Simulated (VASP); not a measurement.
# MnHg (P4/mmm) in VASP: a series of runs

MnHg is run at these levels: PBE; tasks: single point.

Everything below comes from runs of VASP 6.6.1. Logs are shortened: lines on timing, memory, paths and dates and some standing lists are left out, and cuts for length are marked.

## 1. The cell of the first run

It takes space group P4/mmm (No. 123, tetragonal). Conventional cell: a = 3.288 Å, b = 3.288 Å, c = 3.313 Å, α = 90.00°, β = 90.00°, γ = 90.00°. Within 3.8 Å of Mn (site symmetry 4/mmm) lie 8 Hg at 2.85 Å and 6 Mn at 3.29 to 3.31 Å. Within 3.8 Å of Hg (site symmetry 4/mmm) lie 8 Mn at 2.85 Å and 6 Hg at 3.29 to 3.31 Å.

## 2. Single point, PBE, collinear spin, ferrimagnetic start

File INCAR:

```
SYSTEM = MnHg
PREC     = Accurate       ! precision mode
ENCUT    = 520            ! plane-wave cutoff, eV
EDIFF    = 1E-6           ! SCF threshold, eV
ISMEAR   = 0              ! smearing method
SIGMA    = 0.1            ! smearing width, eV
LREAL    = .FALSE.        ! projectors in reciprocal space
LASPH    = .TRUE.         ! aspherical terms in the spheres
NELM     = 150            ! most SCF steps
ALGO     = Normal         ! electronic algorithm
ISIF     = 2              ! what is computed and relaxed
LWAVE    = .FALSE.        ! write WAVECAR
LCHARG   = .FALSE.        ! write CHGCAR
ISPIN    = 2              ! spin polarisation
MAGMOM   = 4.14 -0.04     ! initial moments
LORBIT   = 11             ! projections on sites
NUPDOWN  = 3.75           ! fixed moment
LMAXMIX  = 4              ! l up to which the mixer works
GGA      = PE             ! functional
NBANDS   = 24             ! bands
```

File KPOINTS:

```
Automatic mesh
0
G
  12 12 12
  0 0 0
```

File POSCAR:

```
MnHg
1.0
    3.2880000000      0.0000000000      0.0000000000
    0.0000000000      3.2880000000      0.0000000000
    0.0000000000      0.0000000000      3.3130000000
Mn Hg
1 1
Direct
    0.5000000000      0.5000000000      0.5000000000
    0.0000000000      0.0000000000      0.0000000000
```

Potentials or basis: VASP PAW PBE potentials, release 64 (Mn_pv, Hg).

Command:

```sh
cat potpaw_PBE.64/Mn_pv/POTCAR potpaw_PBE.64/Hg/POTCAR > POTCAR
mpirun -np 1 vasp_std > vasp.out
```

OUTCAR:

```text
SYSTEM = MnHg
   PREC = Accurate
   ENCUT = 520
   EDIFF = 1E-6
   ISMEAR = 0
   LREAL = .FALSE.
   LASPH = .TRUE.
   NELM = 150
   ISIF = 2
   ISPIN = 2
   LORBIT = 11
   NUPDOWN = 3.75
   GGA = PE

 ion  position               nearest neighbor table
   1  0.500  0.500  0.500-   2 2.85   2 2.85   2 2.85   2 2.85   2 2.85   2 2.85   2 2.85   2 2.85

   2  0.000  0.000  0.000-   1 2.85   1 2.85   1 2.85   1 2.85   1 2.85   1 2.85   1 2.85   1 2.85

  LATTYP: Found a simple tetragonal cell.
 ALAT       =     3.2880000000
 C/A-ratio  =     1.0076034063

  Lattice vectors:

 A1 = (   3.2880000000,   0.0000000000,   0.0000000000)
 A2 = (   0.0000000000,   3.2880000000,   0.0000000000)
 A3 = (   0.0000000000,   0.0000000000,   3.3130000000)

Analysis of symmetry for initial positions (statically):
=====================================================================
 Subroutine PRICEL returns:
 Original cell was already a primitive cell.

 Routine SETGRP: Setting up the symmetry group for a
 simple tetragonal supercell.

 Subroutine GETGRP returns: Found 16 space group operations
 (whereof 16 operations were pure point group operations)
 out of a pool of 16 trial point group operations.

The static configuration has the point symmetry D_4h.

Analysis of symmetry for dynamics (positions and initial velocities):
=====================================================================
 Subroutine PRICEL returns:
 Original cell was already a primitive cell.

 Routine SETGRP: Setting up the symmetry group for a
 simple tetragonal supercell.

 Subroutine GETGRP returns: Found 16 space group operations
 (whereof 16 operations were pure point group operations)
 out of a pool of 16 trial point group operations.

The dynamic configuration has the point symmetry D_4h.

Analysis of structural, dynamic, and magnetic symmetry:
=====================================================================
 Subroutine PRICEL returns:
 Original cell was already a primitive cell.

 Routine SETGRP: Setting up the symmetry group for a
 simple tetragonal supercell.

 Subroutine GETGRP returns: Found 16 space group operations
 (whereof 16 operations were pure point group operations)
 out of a pool of 16 trial point group operations.

The overall configuration has the point symmetry D_4h.

 Subroutine INISYM returns: Found 16 space group operations
 (whereof 16 operations are pure point group operations),
 and found     1 'primitive' translations

----------------------------------------------------------------------------------------

                                     Primitive cell

  volume of cell :      35.8167

  direct lattice vectors                    reciprocal lattice vectors
     3.288000000  0.000000000  0.000000000     0.304136253  0.000000000  0.000000000
     0.000000000  3.288000000  0.000000000     0.000000000  0.304136253  0.000000000
     0.000000000  0.000000000  3.313000000     0.000000000  0.000000000  0.301841232

  length of vectors
     3.288000000  3.288000000  3.313000000     0.304136253  0.304136253  0.301841232

  position of ions in fractional coordinates (direct lattice)
     0.500000000  0.500000000  0.500000000
     0.000000000  0.000000000  0.000000000

  ion indices of the primitive-cell ions
   primitive index   ion index
                 1           1
                 2           2

----------------------------------------------------------------------------------------

 KPOINTS: Automatic mesh

Automatic generation of k-mesh.
 Grid dimensions read from file:
 generate k-points for:   12   12   12

 Generating k-lattice:

  Cartesian coordinates                     Fractional coordinates (reciprocal lattice)
     0.025344688  0.000000000  0.000000000     0.083333333  0.000000000  0.000000000
     0.000000000  0.025344688  0.000000000     0.000000000  0.083333333  0.000000000
     0.000000000  0.000000000  0.025153436     0.000000000  0.000000000  0.083333333

  Length of vectors
     0.025344688  0.025344688  0.025153436

  Shift w.r.t. Gamma in fractional coordinates (k-lattice)
     0.000000000  0.000000000  0.000000000

 Subroutine IBZKPT returns following result:
 ===========================================

 Found    196 irreducible k-points:

 Following reciprocal coordinates:
            Coordinates               Weight
  0.000000  0.000000  0.000000      1.000000
  0.083333  0.000000  0.000000      4.000000
  0.166667  0.000000  0.000000      4.000000
  0.250000  0.000000  0.000000      4.000000
  0.333333  0.000000  0.000000      4.000000
  0.416667  0.000000  0.000000      4.000000
[... 16 lines left out ...]
  0.333333  0.333333  0.000000      4.000000
  0.416667  0.333333  0.000000      8.000000
 [... further k-points ...]
   k-points           NKPTS =    196   k-points in BZ     NKDIM =    196   number of bands    NBANDS=     24
   number of dos      NEDOS =    301   number of ions     NIONS =      2
   total plane-waves  NPLWV =  16128
   dimension x,y,z NGX =    24 NGY =   24 NGZ =   28
   dimension x,y,z NGXF=    48 NGYF=   48 NGZF=   56
   ions per type =               1   1
   NGX,Y,Z   is equivalent  to a cutoff of  12.13, 12.13, 14.05 a.u.
   NGXF,Y,Z  is equivalent  to a cutoff of  24.27, 24.27, 28.10 a.u.
 SYSTEM =  MnHg
   PREC   = accura    normal or accurate (medium, high low for compatibility)
   ISTART =      0    job   : 0-new  1-cont  2-samecut
   ICHARG =      2    charge: 1-file 2-atom 10-const
   ISPIN  =      2    spin polarized calculation?
   LNONCOLLINEAR =      F non collinear calculations
   LSORBIT =      F    spin-orbit coupling
   LASPH  =      T    aspherical Exc in radial PAW
   ENCUT  =  520.0 eV  38.22 Ry    6.18 a.u.   6.11  6.11  6.16*2*pi/ulx,y,z
   NELM   =    150;   NELMIN=  2; NELMDL= -5     # of ELM steps
   EDIFF  = 0.1E-05   stopping-criterion for ELM
   LREAL  =      F    real-space projection
   EDIFFG = 0.1E-04   stopping-criterion for IOM
   NSW    =      0    number of steps for IOM
   IBRION =     -1    ionic relax: 0-MD 1-quasi-New 2-CG
   NFREE  =      0    steps in history (QN), initial steepest desc. (CG)
   ISIF   =      2    stress and relaxation
   ISYM   =      2    0-nonsym 1-usesym 2-fastsym
   POTIM  = 0.5000    time-step for ionic-motion
   TEBEG  =    0.0;   TEEND  =   0.0 temperature during run
   PSTRESS=    0.0 pullay stress
   NELECT =      25.0000    total number of electrons
   NUPDOWN=       3.7500    fix difference up-down
   EMIN   =  10.00;   EMAX   =-10.00  energy-range for DOS
   EFERMI =   0.00;   METHOD = LEGACY
   ISMEAR =     0;   SIGMA  =   0.10  broadening in eV -4-tet -1-fermi 0-gaus
   EFERMI_NEDOS =   21; number of points for ismear=-14 and -15
   IALGO  =     38    algorithm
   IMIX   =      4    mixing-type and parameters
     AMIX     =   0.40;   BMIX     =  1.00
     AMIX_MAG =   1.60;   BMIX_MAG =  1.00
  volume/ion in A,a.u.               =      17.91       120.85
  Fermi-wavevector in a.u.,A,eV,Ry     =   1.452200  2.744260 28.693127  2.108885
  Thomas-Fermi vector in A             =   2.569610
   LORBIT       =     11    0 simple, 1 ext, 2 COOP (PROOUT), +10 PAW based schemes
   GGA     = PE    functional components
   LHFCALC =     F    Hartree Fock is set to
   AEXX    =    0.0000 exact exchange contribution
   IVDW    =     0    specifies the selected vdW correction
   LEPSILON=     F    determine dielectric tensor
   LRPA    =     F    only Hartree local field effects (RPA)
 spin polarized calculation
 Gauss-broadening in eV      SIGMA  =   0.10
  energy-cutoff  :      520.00
  volume of cell :       35.82
 maximum number of plane-waves:       980
   NGX = 13   NGY = 13   NGZ = 13

 number of electron      25.0000000 magnetization       3.7500032

 Free energy of the ion-electron system (eV)
  ---------------------------------------------------
  ext. energy  EPLUGINS =         0.00000000
  ---------------------------------------------------
  free energy    TOTEN  =        -8.48378932 eV

  energy without entropy =       -8.47272157  energy(sigma->0) =       -8.47825545

 E-fermi :   5.7165     XC(G=0): -11.7769

 val. band max:        5.7151340995   @ k =   0.5000   0.0833   0.0833
 cond. band min:       5.5739158549   @ k =   0.3333   0.2500   0.5000
 fundamental gap:     -0.1412182447
 Fermi energy:         5.5690657319

 spin component 1

 k-point     1 :       0.0000    0.0000    0.0000
  band No.  band energies     occupation
      1     -44.3887      1.00000
      2     -44.3800      1.00000
      3     -44.3800      1.00000
      4      -4.0678      1.00000
      5      -2.6757      1.00000
      6      -2.6645      1.00000
[... 16 lines left out ...]
     23      22.8857      0.00000
     24      26.7114      0.00000
[... 598 lines left out ...]
      2     -44.3920      1.00000
      3     -44.3865      1.00000
      4      -2.6694      1.00000
      5      -2.4369      1.00000
      6      -1.9249      1.00000
[... 16 lines left out ...]
     23      23.7116      0.00000
     24      25.0469      0.00000

 [... further k-points ...]

 spin component 2

 k-point     1 :       0.0000    0.0000    0.0000
  band No.  band energies     occupation
      1     -40.4514      1.00000
      2     -40.4474      1.00000
      3     -40.4474      1.00000
      4      -3.8915      1.00000
      5      -2.6736      1.00000
      6      -2.6594      1.00000
[... 16 lines left out ...]
     23      22.8703      0.00000
     24      27.6227      0.00000
[... 598 lines left out ...]
      2     -40.4622      1.00000
      3     -40.4485      1.00000
      4      -2.5677      1.00000
      5      -2.4367      1.00000
      6      -1.8544      1.00000
[... 16 lines left out ...]
     23      24.2466      0.00000
     24      25.5249      0.00000

 [... further k-points ...]

------------------------ aborting loop because EDIFF is reached ----------------------------------------

  FORCE on cell =-STRESS in cart. coord.  units (eV):
  Direction    XX          YY          ZZ          XY          YZ          ZX
  --------------------------------------------------------------------------------------
  -------------------------------------------------------------------------------------
  Total        0.3008407      0.3008407      0.3006073      0.0000000      0.0000000     -0.0000000
  in kB       13.4574276     13.4574276     13.4469903      0.0000000      0.0000000     -0.0000000
  external PRESSURE =      13.4539485 kB  Pullay stress =       0.0000000 kB

 VOLUME and BASIS-vectors are now :
 -----------------------------------------------------------------------------
  energy-cutoff  :      520.00
  volume of cell :       35.82
      direct lattice vectors                 reciprocal lattice vectors
     3.288000000  0.000000000  0.000000000     0.304136253  0.000000000  0.000000000
     0.000000000  3.288000000  0.000000000     0.000000000  0.304136253  0.000000000
     0.000000000  0.000000000  3.313000000     0.000000000  0.000000000  0.301841232

 POSITION                                       TOTAL-FORCE (eV/Angst)
 -----------------------------------------------------------------------------------
      1.64400      1.64400      1.65650         0.000000      0.000000      0.000000
      0.00000      0.00000      0.00000         0.000000      0.000000      0.000000
 -----------------------------------------------------------------------------------
    total drift:                                0.000000      0.000000     -0.000000

  FREE ENERGIE OF THE ION-ELECTRON SYSTEM (eV)
  ---------------------------------------------------
  free  energy   TOTEN  =        -8.4837893183 eV

  energy  without entropy=       -8.4727215743  energy(sigma->0) =       -8.47825545

 total charge

# of ion       s       p       d       tot
------------------------------------------
    1        0.250   6.176   4.998  11.424
    2        0.813   0.529   9.257  10.599
--------------------------------------------------
tot          1.063   6.705  14.255  22.023

 magnetization (x)

# of ion       s       p       d       tot
------------------------------------------
    1        0.025   0.011   3.681   3.716
    2       -0.049  -0.069   0.044  -0.074
--------------------------------------------------
tot         -0.025  -0.059   3.726   3.642
```

It took 4.7 min on 1 thread of Oxide Virtual Turin-like, shared host; peak memory 0.32 GiB.

Results:

| Property | Result |
| --- | --- |
| Free energy | -8.4838 eV |
| Pressure | 1.3 GPa |
| Net moment | 3.75 μB per cell |
| Site moments | Mn +3.72; Hg -0.07 μB |
| Valence electrons inside the program's atomic spheres | Mn 11.42; Hg 10.60 |

Caveat: spin-orbit coupling is left out, which moves the levels of the heavy elements; the total moment is fixed, so each spin has its own Fermi level.

## 3. Single point, PBE, collinear spin, ferromagnetic start

File INCAR:

```
ALGO = Normal ; EDIFF = 1E-6
ENCUT = 520 ; GGA = PE
ISIF = 2 ; ISMEAR = 0
ISPIN = 2 ; LASPH = T
LCHARG = F ; LMAXMIX = 4
LORBIT = 11 ; LREAL = F
LWAVE = F ; MAGMOM = 4.54 0.07
NBANDS = 24 ; NELM = 150
NUPDOWN = 4.38 ; PREC = Accurate
SIGMA = 0.1
```

File KPOINTS:

```
k-points
0
Gamma
  12 12 12
```

POSCAR is that of step 2.

Potentials or basis: VASP PAW PBE potentials, release 64 (Mn_pv, Hg).

Command:

```sh
cat potpaw_PBE.64/Mn_pv/POTCAR potpaw_PBE.64/Hg/POTCAR > POTCAR
mpirun -np 1 vasp_std > vasp.out
```

Wall time 5.2 min (1 thread of Oxide Virtual Turin-like, shared host); peak memory 0.31 GiB.

Results (log left out):

| Quantity | Value |
| --- | --- |
| Free energy | -8.3794 eV |
| Pressure | 6.4 GPa |
| Net moment | 4.38 μB per cell |
| Site moments | Mn +4.06; Hg +0.04 μB |
| Valence electrons inside the program's atomic spheres | Mn 11.39; Hg 10.63 |

Caveat: spin-orbit coupling is left out, which moves the levels of the heavy elements; the total moment is fixed, so each spin has its own Fermi level.

## 4. Single point, PBE, collinear spin, ferromagnetic start

File INCAR:

```
SYSTEM = MnHg
PREC = Accurate ; ENCUT = 520
EDIFF = 1E-6 ; ISMEAR = 0
SIGMA = 0.1 ; LREAL = .FALSE.
LASPH = .TRUE. ; NELM = 150
ALGO = Fast ; ISIF = 2
LWAVE = .FALSE. ; LCHARG = .TRUE.
ISPIN = 2 ; MAGMOM = 0.5 0
LORBIT = 11 ; LMAXMIX = 4
GGA = PE ; LELF = .TRUE.
LVHAR = .TRUE. ; NBANDS = 24
```

File KPOINTS:

```
regular mesh
0
G
  12 12 12
  0 0 0
```

POSCAR is that of step 3.

Command:

```sh
cat potpaw_PBE.64/Mn_pv/POTCAR potpaw_PBE.64/Hg/POTCAR > POTCAR
mpirun -np 1 vasp_std > vasp.out
```

Run time: 6.3 min. Hardware: 1 thread of Oxide Virtual Turin-like, shared host; peak memory 0.32 GiB.

Results (log left out):

| Property | Result |
| --- | --- |
| Free energy | -8.4894 eV |
| Pressure | 2.4 GPa |
| Net moment | 3.89 μB per cell |
| Site moments | Mn +3.81; Hg -0.06 μB |
| Valence electrons inside the program's atomic spheres | Mn 11.42; Hg 10.61 |

Stress tensor (GPa, compression positive):
```
2.46 0.00 0.00
0.00 2.46 0.00
0.00 0.00 2.27
```

Levels at points of the mesh, in eV from the Fermi level:
Spin up:
| k point | band 11 | band 12 | band 13 | band 14 | band 15 | band 16 | band 17 | band 18 | band 19 | band 20 |
| --- | --- | --- | --- | --- | --- | --- | --- | --- | --- | --- |
| (0.00, 0.00, 0.00) | -2.95 | -2.05 | -2.05 | -2.05 | 4.78 | 5.00 | 5.00 | 8.78 | 11.22 | 11.34 |
| (0.50, 0.00, 0.00) | -3.33 | -2.79 | -2.77 | -2.28 | -1.55 | 10.07 | 10.27 | 10.68 | 11.21 | 11.41 |
| (0.50, 0.50, 0.00) | -2.07 | -2.07 | -2.01 | -1.69 | -1.69 | 0.73 | 3.02 | 11.77 | 11.77 | 12.04 |
| (0.00, 0.00, 0.50) | -3.34 | -2.77 | -2.77 | -2.27 | -1.61 | 10.20 | 10.20 | 10.79 | 11.34 | 11.34 |
| (0.50, 0.00, 0.50) | -2.07 | -2.07 | -2.03 | -1.74 | -1.72 | 0.69 | 2.95 | 11.90 | 11.91 | 12.21 |
| (0.50, 0.50, 0.50) | -3.77 | -2.02 | -1.99 | 0.51 | 4.16 | 4.16 | 4.22 | 4.59 | 4.88 | 4.88 |
Spin down:
```
           k point  band 7  band 8  band 9  band 10  band 11  band 12  band 13  band 14  band 15  band 16
(0.00, 0.00, 0.00)   -7.12   -7.12   -7.10     0.30     0.32     1.46     1.46     1.48     5.15     5.36
(0.50, 0.00, 0.00)   -7.48   -7.01   -4.99    -4.52    -0.06     0.35     0.41     1.26     2.07    10.64
(0.50, 0.50, 0.00)   -7.57   -6.53   -3.49    -1.44    -1.44     0.52     1.29     1.29     1.90     3.26
(0.00, 0.00, 0.50)   -7.47   -7.00   -5.07    -4.55    -0.08     0.40     0.40     1.28     2.02    10.76
(0.50, 0.00, 0.50)   -7.54   -6.55   -3.55    -1.49    -1.48     0.47     1.30     1.30     1.89     3.24
(0.50, 0.50, 0.50)   -6.52   -6.50   -1.65    -1.65    -1.65     0.38     1.92     1.94     5.62     5.62
```

Caveat: spin-orbit coupling is left out, which moves the levels of the heavy elements.

## 5. Single point, PBE, collinear spin, ferrimagnetic start

File INCAR:

```
SYSTEM = MnHg
PREC = Accurate
ENCUT = 520
EDIFF = 1E-6
ISMEAR = 0
SIGMA = 0.1
LREAL = .FALSE.
LASPH = .TRUE.
NELM = 150
ALGO = Normal
ISIF = 2
LWAVE = .FALSE.
LCHARG = .FALSE.
ISPIN = 2
MAGMOM = 0.78 -0.04
LORBIT = 11
NUPDOWN = 0.62
LMAXMIX = 4
GGA = PE
NBANDS = 24
```

KPOINTS is that of step 4.

POSCAR is that of step 4.

Command:

```sh
cat potpaw_PBE.64/Mn_pv/POTCAR potpaw_PBE.64/Hg/POTCAR > POTCAR
mpirun -np 1 vasp_std > vasp.out
```

It took 6.3 min on 1 thread of Oxide Virtual Turin-like, shared host; peak memory 0.32 GiB.

It converged, with:

* Free energy: -7.1649 eV
* Pressure: -12.5 GPa
* Net moment: 0.62 μB per cell
* Site moments: Mn +0.70; Hg -0.04 μB
* Valence electrons inside the program's atomic spheres: Mn 11.46; Hg 10.54

Caveat: spin-orbit coupling is left out, which moves the levels of the heavy elements; the total moment is fixed, so each spin has its own Fermi level.

## 6. Overview

| spin | fixed moment (μB) | pressure (GPa) | moment (μB) |
| --- | --- | --- | --- |
| collinear, ferrimagnetic start | 3.75 | 1.3 | 3.75 |
| collinear, ferromagnetic start | 4.38 | 6.4 | 4.38 |
| collinear, ferromagnetic start | - | 2.4 | 3.89 |
| collinear, ferrimagnetic start | 0.62 | -12.5 | 0.62 |

Alike in all rows: task single point; level PBE; potentials or basis VASP PAW PBE potentials, release 64 (Mn_pv, Hg); cell as given; k mesh 12 × 12 × 12; cutoff (eV) 520; smearing gaussian 0.1 eV.

Caveats: spin-orbit coupling is left out, which moves the levels of the heavy elements; the total moment is fixed, so each spin has its own Fermi level (some runs).

Absolute energies hang on the potentials; compare differences alone.
